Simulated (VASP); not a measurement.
# P (R-3m) in VASP: notebook

The runs below take P through single point, with PBEsol.

Everything below comes from runs of VASP 6.6.1. Logs are shortened: lines on timing, memory, paths and dates and some standing lists are left out, and cuts for length are marked.

## 1. The cell of the first run

Symmetry: R-3m, No. 166, trigonal system. The conventional cell has a = 3.428 Å, b = 3.428 Å, c = 9.326 Å, α = 90.00°, β = 90.00°, γ = 120.00°. P (site symmetry 3m) has 6 P at 2.28 to 2.80 Å within 3.0 Å.

## 2. Single point, PBEsol (volume scaled by 0.98)

Input file INCAR:

```
SYSTEM = P
PREC = Accurate
ENCUT = 520
EDIFF = 1E-6
ISMEAR = -1
SIGMA = 0.05
LREAL = .False.
LASPH = .True.
NELM = 80
ALGO = Normal
ISIF = 2
LWAVE = .False.
LCHARG = .False.
GGA = PS
NBANDS = 12
```

Input file KPOINTS:

```
Automatic mesh
0
Gamma
  9 9 9
  0 0 0
```

Input file POSCAR:

```
P
1.0
    1.7141427808      0.9896607960      3.1086748154
   -1.7141427808      0.9896607960      3.1086748154
    0.0000000000     -1.9793215919      3.1086748154
P
2
Direct
    0.7729197500      0.7729197500      0.7729197500
    0.2270802500      0.2270802500      0.2270802500
```

Potentials or basis: VASP PAW PBE potentials, release 64 (P).

Run with:

```sh
> cat potpaw_PBE.64/P/POTCAR > POTCAR
> mpirun -np 1 vasp_std > vasp.out
```

OUTCAR:

```text
SYSTEM = P
   PREC = Accurate
   ENCUT = 520
   EDIFF = 1E-6
   ISMEAR = -1
   LREAL = .False.
   LASPH = .True.
   NELM = 80
   ISIF = 2
   GGA = PS

 ion  position               nearest neighbor table
   1  0.773  0.773  0.773-   2 2.28   2 2.28   2 2.28   2 2.80   2 2.80   2 2.80
   2  0.227  0.227  0.227-   1 2.28   1 2.28   1 2.28   1 2.80   1 2.80   1 2.80

  LATTYP: Found a trigonal (rhomboedric) cell.
 ALAT       =     3.6853185849
 COS(alpha) =     0.5673129383

  Lattice vectors:

 A1 = (   1.7141427808,   0.9896607960,   3.1086748154)
 A2 = (  -1.7141427808,   0.9896607960,   3.1086748154)
 A3 = (   0.0000000000,  -1.9793215919,   3.1086748154)

Analysis of symmetry for initial positions (statically):
=====================================================================
 Subroutine PRICEL returns:
 Original cell was already a primitive cell.

 Routine SETGRP: Setting up the symmetry group for a
 trigonal (rhombohedral) supercell.

 Subroutine GETGRP returns: Found 12 space group operations
 (whereof 12 operations were pure point group operations)
 out of a pool of 12 trial point group operations.

The static configuration has the point symmetry D_3d.

Analysis of symmetry for dynamics (positions and initial velocities):
=====================================================================
 Subroutine PRICEL returns:
 Original cell was already a primitive cell.

 Routine SETGRP: Setting up the symmetry group for a
 trigonal (rhombohedral) supercell.

 Subroutine GETGRP returns: Found 12 space group operations
 (whereof 12 operations were pure point group operations)
 out of a pool of 12 trial point group operations.

The dynamic configuration has the point symmetry D_3d.

 Subroutine INISYM returns: Found 12 space group operations
 (whereof 12 operations are pure point group operations),
 and found     1 'primitive' translations

----------------------------------------------------------------------------------------

                                     Primitive cell

  volume of cell :      31.6417

  direct lattice vectors                    reciprocal lattice vectors
     1.714142781  0.989660796  3.108674815     0.291690987  0.168407870  0.107226826
    -1.714142781  0.989660796  3.108674815    -0.291690987  0.168407870  0.107226826
     0.000000000 -1.979321592  3.108674815     0.000000000 -0.336815740  0.107226826

  length of vectors
     3.685318585  3.685318585  3.685318585     0.353471972  0.353471972  0.353471972

  position of ions in fractional coordinates (direct lattice)
     0.772919750  0.772919750  0.772919750
     0.227080250  0.227080250  0.227080250

  ion indices of the primitive-cell ions
   primitive index   ion index
                 1           1
                 2           2

----------------------------------------------------------------------------------------

 KPOINTS: Automatic mesh

Automatic generation of k-mesh.
 Grid dimensions read from file:
 generate k-points for:    9    9    9

 Generating k-lattice:

  Cartesian coordinates                     Fractional coordinates (reciprocal lattice)
     0.032410110  0.018711986  0.011914092     0.111111111 -0.000000000  0.000000000
    -0.032410110  0.018711986  0.011914092    -0.000000000  0.111111111  0.000000000
     0.000000000 -0.037423971  0.011914092     0.000000000  0.000000000  0.111111111

  Length of vectors
     0.039274664  0.039274664  0.039274664

  Shift w.r.t. Gamma in fractional coordinates (k-lattice)
     0.000000000  0.000000000  0.000000000

 Subroutine IBZKPT returns following result:
 ===========================================

 Found     85 irreducible k-points:

 Following reciprocal coordinates:
            Coordinates               Weight
  0.000000  0.000000  0.000000      1.000000
  0.111111  0.000000 -0.000000      6.000000
  0.222222  0.000000 -0.000000      6.000000
  0.333333 -0.000000  0.000000      6.000000
  0.444444  0.000000 -0.000000      6.000000
  0.111111  0.111111  0.000000      6.000000
[... 16 lines left out ...]
 -0.333333  0.333333  0.000000      6.000000
  0.444444  0.444444 -0.000000      6.000000
 [... further k-points ...]
   k-points           NKPTS =     85   k-points in BZ     NKDIM =     85   number of bands    NBANDS=     12
   number of dos      NEDOS =    301   number of ions     NIONS =      2
   total plane-waves  NPLWV =  21952
   dimension x,y,z NGX =    28 NGY =   28 NGZ =   28
   dimension x,y,z NGXF=    56 NGYF=   56 NGZF=   56
   ions per type =               2
   NGX,Y,Z   is equivalent  to a cutoff of  12.63, 12.63, 12.63 a.u.
   NGXF,Y,Z  is equivalent  to a cutoff of  25.26, 25.26, 25.26 a.u.
 SYSTEM =  P
   PREC   = accura    normal or accurate (medium, high low for compatibility)
   ISTART =      0    job   : 0-new  1-cont  2-samecut
   ICHARG =      2    charge: 1-file 2-atom 10-const
   ISPIN  =      1    spin polarized calculation?
   LNONCOLLINEAR =      F non collinear calculations
   LSORBIT =      F    spin-orbit coupling
   LASPH  =      T    aspherical Exc in radial PAW
   ENCUT  =  520.0 eV  38.22 Ry    6.18 a.u.   6.85  6.85  6.85*2*pi/ulx,y,z
   NELM   =     80;   NELMIN=  2; NELMDL= -5     # of ELM steps
   EDIFF  = 0.1E-05   stopping-criterion for ELM
   LREAL  =      F    real-space projection
   EDIFFG = 0.1E-04   stopping-criterion for IOM
   NSW    =      0    number of steps for IOM
   IBRION =     -1    ionic relax: 0-MD 1-quasi-New 2-CG
   NFREE  =      0    steps in history (QN), initial steepest desc. (CG)
   ISIF   =      2    stress and relaxation
   ISYM   =      2    0-nonsym 1-usesym 2-fastsym
   POTIM  = 0.5000    time-step for ionic-motion
   TEBEG  =    0.0;   TEEND  =   0.0 temperature during run
   PSTRESS=    0.0 pullay stress
   NELECT =      10.0000    total number of electrons
   NUPDOWN=      -1.0000    fix difference up-down
   EMIN   =  10.00;   EMAX   =-10.00  energy-range for DOS
   EFERMI =   0.00;   METHOD = LEGACY
   ISMEAR =    -1;   SIGMA  =   0.05  broadening in eV -4-tet -1-fermi 0-gaus
   EFERMI_NEDOS =   21; number of points for ismear=-14 and -15
   IALGO  =     38    algorithm
   IMIX   =      4    mixing-type and parameters
     AMIX     =   0.40;   BMIX     =  1.00
     AMIX_MAG =   1.60;   BMIX_MAG =  1.00
  volume/ion in A,a.u.               =      15.82       106.76
  Fermi-wavevector in a.u.,A,eV,Ry     =   1.115120  2.107271 16.918738  1.243492
  Thomas-Fermi vector in A             =   2.251721
   LORBIT       =      0    0 simple, 1 ext, 2 COOP (PROOUT), +10 PAW based schemes
   GGA     = PS    functional components
   LHFCALC =     F    Hartree Fock is set to
   AEXX    =    0.0000 exact exchange contribution
   IVDW    =     0    specifies the selected vdW correction
   LEPSILON=     F    determine dielectric tensor
   LRPA    =     F    only Hartree local field effects (RPA)
 non-spin polarized calculation
  energy-cutoff  :      520.00
  volume of cell :       31.64
 maximum number of plane-waves:       867
   NGX = 13   NGY = 13   NGZ = 13

 number of electron      10.0000000 magnetization

 Free energy of the ion-electron system (eV)
  ---------------------------------------------------
  ext. energy  EPLUGINS =         0.00000000
  ---------------------------------------------------
  free energy    TOTEN  =       -11.56621271 eV

  energy without entropy =      -11.56411580  energy(sigma->0) =      -11.56516425

 E-fermi :   9.1846     XC(G=0): -10.9591

 val. band max:        9.1278516755   @ k =   0.4444   0.4444  -0.0000
 cond. band min:       9.2662548154   @ k =  -0.3333   0.1111   0.0000
 fundamental gap:      0.1384031399
 Fermi energy:         9.1845662137

 k-point     1 :       0.0000    0.0000    0.0000
  band No.  band energies     occupation
      1      -7.5443      2.00000
      2       5.7408      2.00000
      3       5.9844      2.00000
      4       6.2737      2.00000
      5       6.2737      2.00000
      6      10.5127      0.00000
      7      11.8297      0.00000
      8      11.8297      0.00000
      9      14.9653      0.00000
     10      14.9653      0.00000
     11      16.3105      0.00000
     12      16.3147      0.00000

 k-point     2 :       0.1111    0.0000   -0.0000
  band No.  band energies     occupation
      1      -7.3404      2.00000
      2       4.0966      2.00000
      3       5.8949      2.00000
      4       6.1115      2.00000
      5       7.1011      2.00000
      6      10.9744      0.00000
      7      11.7876      0.00000
      8      11.8710      0.00000
      9      13.8284      0.00000
     10      14.3219      0.00000
     11      15.0962      0.00000
     12      17.9218      0.00000

 k-point     3 :       0.2222    0.0000   -0.0000
  band No.  band energies     occupation
      1      -6.7331      2.00000
      2       1.8417      2.00000
      3       5.6827      2.00000
      4       5.7713      2.00000
      5       7.7761      2.00000
      6      10.6177      0.00000
      7      11.0758      0.00000
      8      11.2305      0.00000
      9      14.4063      0.00000
     10      14.8857      0.00000
     11      15.0753      0.00000
     12      20.4844      0.00000

 k-point     4 :       0.3333   -0.0000    0.0000
  band No.  band energies     occupation
      1      -5.7398      2.00000
      2      -0.3997      2.00000
      3       5.4670      2.00000
      4       5.6451      2.00000
      5       8.2049      2.00000
      6       9.6984      0.00007
      7      10.1228      0.00000
      8      10.2328      0.00000
      9      15.6699      0.00000
     10      16.7153      0.00000
     11      17.0228      0.00000
     12      22.7264      0.00000

 k-point     5 :       0.4444    0.0000   -0.0000
  band No.  band energies     occupation
      1      -4.4481      2.00000
      2      -2.3494      2.00000
      3       5.3013      2.00000
      4       5.7253      2.00000
      5       8.4468      2.00000
      6       9.0084      1.94268
      7       9.4756      0.00591
      8       9.7547      0.00002
      9      17.3023      0.00000
     10      19.0200      0.00000
     11      19.5947      0.00000
     12      20.5471      0.00000
[... 228 lines left out ...]
      1      -4.5383      2.00000
      2      -0.1588      2.00000
      3       2.2195      2.00000
      4       3.8937      2.00000
      5       4.6075      2.00000
      6      10.1484      0.00000
      7      14.3155      0.00000
      8      14.8458      0.00000
      9      15.7114      0.00000
     10      19.4643      0.00000
     11      20.1201      0.00000
     12      21.6921      0.00000

 k-point    22 :      -0.4444    0.3333    0.0000
  band No.  band energies     occupation
      1      -3.4922      2.00000
      2      -1.4665      2.00000
      3       1.3601      2.00000
      4       4.1860      2.00000
      5       4.7740      2.00000
      6      12.0446      0.00000
      7      13.1108      0.00000
      8      13.7534      0.00000
      9      16.1537      0.00000
     10      18.7453      0.00000
     11      19.8476      0.00000
     12      22.1034      0.00000

 k-point    23 :      -0.3333    0.3333    0.0000
  band No.  band energies     occupation
      1      -2.8812      2.00000
      2      -2.4579      2.00000
      3       1.3370      2.00000
      4       4.8302      2.00000
      5       5.3104      2.00000
      6      11.6003      0.00000
      7      12.4924      0.00000
      8      14.8091      0.00000
      9      15.6715      0.00000
     10      16.4794      0.00000
     11      18.9612      0.00000
     12      22.1664      0.00000

 k-point    24 :       0.4444    0.4444   -0.0000
  band No.  band energies     occupation
      1      -4.0373      2.00000
      2      -0.6516      2.00000
      3       2.3827      2.00000
      4       3.7236      2.00000
      5       3.8010      2.00000
      6       9.1279      1.51326
      7      15.3447      0.00000
      8      16.6274      0.00000
      9      17.2549      0.00000
     10      18.0719      0.00000
     11      21.9332      0.00000
     12      22.0478      0.00000

 [... further k-points ...]
[... 5 lines left out ...]
  --------------------------------------------------------------------------------------
  -------------------------------------------------------------------------------------
  Total        0.1570338      0.1570338     -0.2860304      0.0000000     -0.0000000      0.0000000
  in kB        7.9514021      7.9514021    -14.4831453      0.0000000     -0.0000000      0.0000000
  external PRESSURE =       0.4732197 kB  Pullay stress =       0.0000000 kB

 VOLUME and BASIS-vectors are now :
 -----------------------------------------------------------------------------
  energy-cutoff  :      520.00
  volume of cell :       31.64
      direct lattice vectors                 reciprocal lattice vectors
     1.714142781  0.989660796  3.108674815     0.291690987  0.168407870  0.107226826
    -1.714142781  0.989660796  3.108674815    -0.291690987  0.168407870  0.107226826
     0.000000000 -1.979321592  3.108674815     0.000000000 -0.336815740  0.107226826

 POSITION                                       TOTAL-FORCE (eV/Angst)
 -----------------------------------------------------------------------------------
      0.00000      0.00000      7.20827         0.000000     -0.000000     -0.360335
      0.00000      0.00000      2.11776         0.000000      0.000000      0.360335
 -----------------------------------------------------------------------------------
    total drift:                                0.000000     -0.000000     -0.000000

  FREE ENERGIE OF THE ION-ELECTRON SYSTEM (eV)
  ---------------------------------------------------
  free  energy   TOTEN  =       -11.5662127074 eV

  energy  without entropy=      -11.5641157975  energy(sigma->0) =      -11.56516425
```

Wall time 13 s (1 thread of Intel Xeon 6975P-C (Granite Rapids), shared host); peak memory 0.15 GiB.

Results:

```
Free energy            : -11.5662 eV
Pressure               : 0.0 GPa
Largest force          : 0.360 eV/Å
Band gap on the k mesh : zero (band 5 reaches 9.78 eV, above the bottom of band 6 at 9.01 eV)
```

Forces in eV/Å, atoms in the order of the input:
```
P    0.000  0.000 -0.360
P    0.000  0.000  0.360
```

Stress tensor (GPa, compression positive):
```
 0.80  0.00  0.00
 0.00  0.80  0.00
 0.00  0.00 -1.45
```

Caveat: the PAW data sets were made with another functional, which shifts forces and pressure a little.

[end of part 1 of 2]
